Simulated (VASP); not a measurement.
# Ba8H (F-43m) in VASP: further runs

Ba8H is run at these levels: PBE; tasks: single point, relaxation of cell and atoms.

Program: VASP 6.6.1. These are calculated values, not measurements. Logs are shortened: lines on timing, memory, paths and dates and some standing lists are left out, and cuts for length are marked.

### Step 1. The cell of the first run

It takes space group F-43m (No. 216, cubic). Conventional cell: a = 12.762 Å, b = 12.762 Å, c = 12.762 Å, α = 90.00°, β = 90.00°, γ = 90.00°. Ba (site symmetry 3m) has 1 H at 2.61 Å within 3.4 Å. Within 3.4 Å of H (site symmetry -43m) lie 4 Ba at 2.61 Å.

### Step 2. Single point, PBE

INCAR reads:

```
ALGO = Normal
EDIFF = 1E-6
ENCUT = 520
GGA = PE
ISIF = 2
ISMEAR = 0
LASPH = True
LCHARG = False
LREAL = False
LWAVE = False
NBANDS = 50
NELM = 100
PREC = Accurate
SIGMA = 0.1
```

KPOINTS reads:

```
k-points
0
Gamma
  4 4 4
```

POSCAR reads:

```
Ba8H
1.0
    0.0000000000      6.3811948818      6.3811948818
    6.3811948818      0.0000000000      6.3811948818
    6.3811948818      6.3811948818      0.0000000000
Ba H
8 1
Direct
    0.0070566934      0.0070566934      0.0070566934
    0.0070566934      0.0070566934      0.4788299199
    0.0070566934      0.4788299199      0.0070566934
   -0.0000166804      0.5000055601      0.5000055601
    0.4788299199      0.0070566934      0.0070566934
    0.5000055601     -0.0000166804      0.5000055601
    0.5000055601      0.5000055601     -0.0000166804
    0.5000055601      0.5000055601      0.5000055601
    0.1250000000      0.1250000000      0.1250000000
```

Potentials or basis: VASP PAW PBE potentials, release 64 (Ba_sv, H).

Run with:

```console
$ cat potpaw_PBE.64/Ba_sv/POTCAR potpaw_PBE.64/H/POTCAR > POTCAR
$ mpirun -np 1 vasp_std > vasp.out
```

OUTCAR:

```text
EDIFF = 1E-6
   ENCUT = 520
   GGA = PE
   ISIF = 2
   ISMEAR = 0
   LASPH = True
   LREAL = False
   NELM = 100
   PREC = Accurate

 ion  position               nearest neighbor table
   1  0.007  0.007  0.007-   9 2.61   3 4.26   5 4.26   2 4.26   4 4.51   6 4.51   4 4.51   7 4.51
                             6 4.51   7 4.51
   2  0.007  0.007  0.479-   9 2.61   3 4.26   5 4.26   1 4.26   6 4.51   4 4.51   8 4.51   8 4.51
                             6 4.51   4 4.51
   3  0.007  0.479  0.007-   9 2.61   2 4.26   5 4.26   1 4.26   7 4.51   4 4.51   8 4.51   8 4.51
                             7 4.51   4 4.51
   4  1.000  0.500  0.500-   6 4.51   7 4.51   8 4.51   8 4.51   7 4.51   6 4.51   2 4.51   3 4.51
                             1 4.51   1 4.51   3 4.51   2 4.51
   5  0.479  0.007  0.007-   9 2.61   2 4.26   3 4.26   1 4.26   7 4.51   6 4.51   8 4.51   8 4.51
                             7 4.51   6 4.51
   6  0.500  1.000  0.500-   4 4.51   7 4.51   8 4.51   7 4.51   8 4.51   4 4.51   2 4.51   5 4.51
                             1 4.51   1 4.51   2 4.51   5 4.51
   7  0.500  0.500  1.000-   4 4.51   6 4.51   8 4.51   8 4.51   6 4.51   4 4.51   3 4.51   5 4.51
                             1 4.51   1 4.51   3 4.51   5 4.51
   8  0.500  0.500  0.500-   4 4.51   6 4.51   7 4.51   7 4.51   6 4.51   4 4.51   2 4.51   3 4.51
                             2 4.51   5 4.51   3 4.51   5 4.51
   9  0.125  0.125  0.125-   1 2.61   2 2.61   3 2.61   5 2.61

  LATTYP: Found a face centered cubic cell.
 ALAT       =    12.7623897636

  Lattice vectors:

 A1 = (   0.0000000000,   6.3811948818,   6.3811948818)
 A2 = (   6.3811948818,   0.0000000000,   6.3811948818)
 A3 = (   6.3811948818,   6.3811948818,   0.0000000000)

Analysis of symmetry for initial positions (statically):
=====================================================================
 Subroutine PRICEL returns:
 Original cell was already a primitive cell.

 Routine SETGRP: Setting up the symmetry group for a
 face centered cubic supercell.

 Subroutine GETGRP returns: Found 24 space group operations
 (whereof  6 operations were pure point group operations)
 out of a pool of 48 trial point group operations.

The static configuration has the point symmetry C_3v.
 The point group associated with its full space group is T_d .

Analysis of symmetry for dynamics (positions and initial velocities):
=====================================================================
 Subroutine PRICEL returns:
 Original cell was already a primitive cell.

 Routine SETGRP: Setting up the symmetry group for a
 face centered cubic supercell.

 Subroutine GETGRP returns: Found 24 space group operations
 (whereof  6 operations were pure point group operations)
 out of a pool of 48 trial point group operations.

The dynamic configuration has the point symmetry C_3v.
 The point group associated with its full space group is T_d .

 Subroutine INISYM returns: Found 24 space group operations
 (whereof  6 operations are pure point group operations),
 and found     1 'primitive' translations

----------------------------------------------------------------------------------------

                                     Primitive cell

  volume of cell :     519.6800

  direct lattice vectors                    reciprocal lattice vectors
     0.000000000  6.381194882  6.381194882    -0.078355231  0.078355231  0.078355231
     6.381194882  0.000000000  6.381194882     0.078355231 -0.078355231  0.078355231
     6.381194882  6.381194882  0.000000000     0.078355231  0.078355231 -0.078355231

  length of vectors
     9.024372346  9.024372346  9.024372346     0.135715241  0.135715241  0.135715241

  position of ions in fractional coordinates (direct lattice)
     0.007056693  0.007056693  0.007056693
     0.007056693  0.007056693  0.478829920
     0.007056693  0.478829920  0.007056693
     0.999983320  0.500005560  0.500005560
     0.478829920  0.007056693  0.007056693
     0.500005560  0.999983320  0.500005560
     0.500005560  0.500005560  0.999983320
     0.500005560  0.500005560  0.500005560
     0.125000000  0.125000000  0.125000000

  ion indices of the primitive-cell ions
   primitive index   ion index
                 1           1
                 2           2
                 3           3
                 4           4
                 5           5
                 6           6
                 7           7
                 8           8
                 9           9

----------------------------------------------------------------------------------------

 KPOINTS: k-points

Automatic generation of k-mesh.
 Grid dimensions read from file:
 generate k-points for:    4    4    4

 Generating k-lattice:

  Cartesian coordinates                     Fractional coordinates (reciprocal lattice)
    -0.019588808  0.019588808  0.019588808     0.250000000  0.000000000  0.000000000
     0.019588808 -0.019588808  0.019588808     0.000000000  0.250000000  0.000000000
     0.019588808  0.019588808 -0.019588808     0.000000000  0.000000000  0.250000000

  Length of vectors
     0.033928810  0.033928810  0.033928810

  Shift w.r.t. Gamma in fractional coordinates (k-lattice)
     0.000000000  0.000000000  0.000000000

 Subroutine IBZKPT returns following result:
 ===========================================

 Found      8 irreducible k-points:

 Following reciprocal coordinates:
            Coordinates               Weight
  0.000000  0.000000  0.000000      1.000000
  0.250000  0.000000  0.000000      8.000000
  0.500000  0.000000  0.000000      4.000000
  0.250000  0.250000  0.000000      6.000000
  0.500000  0.250000  0.000000     24.000000
 -0.250000  0.250000  0.000000     12.000000
  0.500000  0.500000  0.000000      3.000000
 -0.250000  0.500000  0.250000      6.000000
   k-points           NKPTS =      8   k-points in BZ     NKDIM =      8   number of bands    NBANDS=     50
   number of dos      NEDOS =    301   number of ions     NIONS =      9
   total plane-waves  NPLWV = 343000
   dimension x,y,z NGX =    70 NGY =   70 NGZ =   70
   dimension x,y,z NGXF=   140 NGYF=  140 NGZF=  140
   ions per type =               8   1
   NGX,Y,Z   is equivalent  to a cutoff of  12.90, 12.90, 12.90 a.u.
   NGXF,Y,Z  is equivalent  to a cutoff of  25.79, 25.79, 25.79 a.u.
 SYSTEM =  unknown system
   PREC   = accura    normal or accurate (medium, high low for compatibility)
   ISTART =      0    job   : 0-new  1-cont  2-samecut
   ICHARG =      2    charge: 1-file 2-atom 10-const
   ISPIN  =      1    spin polarized calculation?
   LNONCOLLINEAR =      F non collinear calculations
   LSORBIT =      F    spin-orbit coupling
   LASPH  =      T    aspherical Exc in radial PAW
   ENCUT  =  520.0 eV  38.22 Ry    6.18 a.u.  16.78 16.78 16.78*2*pi/ulx,y,z
   NELM   =    100;   NELMIN=  2; NELMDL= -5     # of ELM steps
   EDIFF  = 0.1E-05   stopping-criterion for ELM
   LREAL  =      F    real-space projection
   EDIFFG = 0.1E-04   stopping-criterion for IOM
   NSW    =      0    number of steps for IOM
   IBRION =     -1    ionic relax: 0-MD 1-quasi-New 2-CG
   NFREE  =      0    steps in history (QN), initial steepest desc. (CG)
   ISIF   =      2    stress and relaxation
   ISYM   =      2    0-nonsym 1-usesym 2-fastsym
   POTIM  = 0.5000    time-step for ionic-motion
   TEBEG  =    0.0;   TEEND  =   0.0 temperature during run
   PSTRESS=    0.0 pullay stress
   NELECT =      81.0000    total number of electrons
   NUPDOWN=      -1.0000    fix difference up-down
   EMIN   =  10.00;   EMAX   =-10.00  energy-range for DOS
   EFERMI =   0.00;   METHOD = LEGACY
   ISMEAR =     0;   SIGMA  =   0.10  broadening in eV -4-tet -1-fermi 0-gaus
   EFERMI_NEDOS =   21; number of points for ismear=-14 and -15
   IALGO  =     38    algorithm
   IMIX   =      4    mixing-type and parameters
     AMIX     =   0.40;   BMIX     =  1.00
     AMIX_MAG =   1.60;   BMIX_MAG =  1.00
  volume/ion in A,a.u.               =      57.74       389.66
  Fermi-wavevector in a.u.,A,eV,Ry     =   0.881031  1.664907 10.561053  0.776216
  Thomas-Fermi vector in A             =   2.001472
   LORBIT       =      0    0 simple, 1 ext, 2 COOP (PROOUT), +10 PAW based schemes
   GGA     = PE    functional components
   LHFCALC =     F    Hartree Fock is set to
   AEXX    =    0.0000 exact exchange contribution
   IVDW    =     0    specifies the selected vdW correction
   LEPSILON=     F    determine dielectric tensor
   LRPA    =     F    only Hartree local field effects (RPA)
 non-spin polarized calculation
 Gauss-broadening in eV      SIGMA  =   0.10
  energy-cutoff  :      520.00
  volume of cell :      519.68
 maximum number of plane-waves:     14067
 NGX is ok and might be reduce to    70
   NGX = 33   NGY = 33   NGZ = 33

 number of electron      80.9999996 magnetization

 Free energy of the ion-electron system (eV)
  ---------------------------------------------------
  ext. energy  EPLUGINS =         0.00000000
  ---------------------------------------------------
  free energy    TOTEN  =       -19.25263301 eV

  energy without entropy =      -19.18294454  energy(sigma->0) =      -19.21778878

 E-fermi :   1.5636     XC(G=0):  -7.3272

 val. band max:        1.5450275906   @ k =   0.5000   0.2500   0.0000
 cond. band min:       1.6115904371   @ k =   0.2500   0.0000   0.0000
 fundamental gap:      0.0665628465
 Fermi energy:         1.5635811560

 k-point     1 :       0.0000    0.0000    0.0000
  band No.  band energies     occupation
      1     -27.3463      2.00000
      2     -27.3195      2.00000
      3     -27.3195      2.00000
      4     -27.3195      2.00000
      5     -27.2675      2.00000
      6     -27.2400      2.00000
[... 42 lines left out ...]
     49       3.1800      0.00000
     50       3.1828      0.00000

 k-point     2 :       0.2500    0.0000    0.0000
  band No.  band energies     occupation
      1     -27.3428      2.00000
      2     -27.3222      2.00000
      3     -27.3193      2.00000
      4     -27.3193      2.00000
      5     -27.2668      2.00000
      6     -27.2416      2.00000
[... 42 lines left out ...]
     49       2.9408      0.00000
     50       3.0045      0.00000

 k-point     3 :       0.5000    0.0000    0.0000
  band No.  band energies     occupation
      1     -27.3376      2.00000
      2     -27.3265      2.00000
      3     -27.3191      2.00000
      4     -27.3191      2.00000
      5     -27.2660      2.00000
      6     -27.2433      2.00000
[... 42 lines left out ...]
     49       2.5802      0.00000
     50       2.5939      0.00000

 k-point     4 :       0.2500    0.2500    0.0000
  band No.  band energies     occupation
      1     -27.3415      2.00000
      2     -27.3226      2.00000
      3     -27.3195      2.00000
      4     -27.3195      2.00000
      5     -27.2666      2.00000
      6     -27.2427      2.00000
[... 42 lines left out ...]
     49       2.9356      0.00000
     50       2.9629      0.00000

 k-point     5 :       0.5000    0.2500    0.0000
  band No.  band energies     occupation
      1     -27.3358      2.00000
      2     -27.3271      2.00000
      3     -27.3196      2.00000
      4     -27.3193      2.00000
      5     -27.2657      2.00000
      6     -27.2447      2.00000
[... 42 lines left out ...]
     49       2.5196      0.00000
     50       2.5568      0.00000

 k-point     6 :      -0.2500    0.2500    0.0000
  band No.  band energies     occupation
      1     -27.3381      2.00000
      2     -27.3253      2.00000
      3     -27.3198      2.00000
      4     -27.3191      2.00000
      5     -27.2660      2.00000
      6     -27.2438      2.00000
[... 42 lines left out ...]
     49       2.5881      0.00000
     50       2.6972      0.00000

 k-point     7 :       0.5000    0.5000    0.0000
  band No.  band energies     occupation
      1     -27.3313      2.00000
      2     -27.3311      2.00000
      3     -27.3195      2.00000
      4     -27.3195      2.00000
      5     -27.2655      2.00000
      6     -27.2457      2.00000
[... 42 lines left out ...]
     49       2.3128      0.00000
     50       2.4040      0.00000

 k-point     8 :      -0.2500    0.5000    0.2500
  band No.  band energies     occupation
      1     -27.3311      2.00000
      2     -27.3310      2.00000
      3     -27.3197      2.00000
      4     -27.3195      2.00000
      5     -27.2654      2.00000
      6     -27.2456      2.00000
[... 42 lines left out ...]
     49       2.2966      0.00000
     50       2.3042      0.00000

------------------------ aborting loop because EDIFF is reached ----------------------------------------

  FORCE on cell =-STRESS in cart. coord.  units (eV):
  Direction    XX          YY          ZZ          XY          YZ          ZX
  --------------------------------------------------------------------------------------
  -------------------------------------------------------------------------------------
  Total       -0.1206390     -0.1206390     -0.1206390      0.0000000      0.0000000      0.0000000
  in kB       -0.3719310     -0.3719310     -0.3719310      0.0000000      0.0000000      0.0000000
  external PRESSURE =      -0.3719310 kB  Pullay stress =       0.0000000 kB

 VOLUME and BASIS-vectors are now :
 -----------------------------------------------------------------------------
  energy-cutoff  :      520.00
  volume of cell :      519.68
      direct lattice vectors                 reciprocal lattice vectors
     0.000000000  6.381194882  6.381194882    -0.078355231  0.078355231  0.078355231
     6.381194882  0.000000000  6.381194882     0.078355231 -0.078355231  0.078355231
     6.381194882  6.381194882  0.000000000     0.078355231  0.078355231 -0.078355231

 POSITION                                       TOTAL-FORCE (eV/Angst)
 -----------------------------------------------------------------------------------
      0.09006      0.09006      0.09006        -0.012991     -0.012991     -0.012991
      3.10054      3.10054      0.09006         0.012991      0.012991     -0.012991
      3.10054      0.09006      3.10054         0.012991     -0.012991      0.012991
      6.38127      9.57172      9.57172        -0.008500      0.008500      0.008500
      0.09006      3.10054      3.10054        -0.012991      0.012991      0.012991
      9.57172      6.38127      9.57172         0.008500     -0.008500      0.008500
      9.57172      9.57172      6.38127         0.008500      0.008500     -0.008500
      6.38127      6.38127      6.38127        -0.008500     -0.008500     -0.008500
      1.59530      1.59530      1.59530         0.000000      0.000000      0.000000
 -----------------------------------------------------------------------------------
    total drift:                               -0.000000     -0.000000     -0.000000

  FREE ENERGIE OF THE ION-ELECTRON SYSTEM (eV)
  ---------------------------------------------------
  free  energy   TOTEN  =       -19.2526330108 eV

  energy  without entropy=      -19.1829445415  energy(sigma->0) =      -19.21778878
```

It took 5.3 min on 1 thread of Intel Xeon Platinum 8259CL at 2.50GHz (Skylake/Cascade Lake), shared host; peak memory 0.76 GiB.

What came out:

```yaml
Free_energy: -19.2526 eV
Pressure: 0.0 GPa
Largest_force: 0.023 eV/Å
```

Forces in eV/Å, atoms in the order of the input:
```
Ba  -0.013 -0.013 -0.013
Ba   0.013  0.013 -0.013
Ba   0.013 -0.013  0.013
Ba  -0.009  0.009  0.009
Ba  -0.013  0.013  0.013
Ba   0.009 -0.009  0.009
Ba   0.009  0.009 -0.009
Ba  -0.009 -0.009 -0.009
H    0.000  0.000  0.000
```

Caveat: spin-orbit coupling is left out, which moves the levels of the heavy elements.

(Part 1 of 2 ends here.)
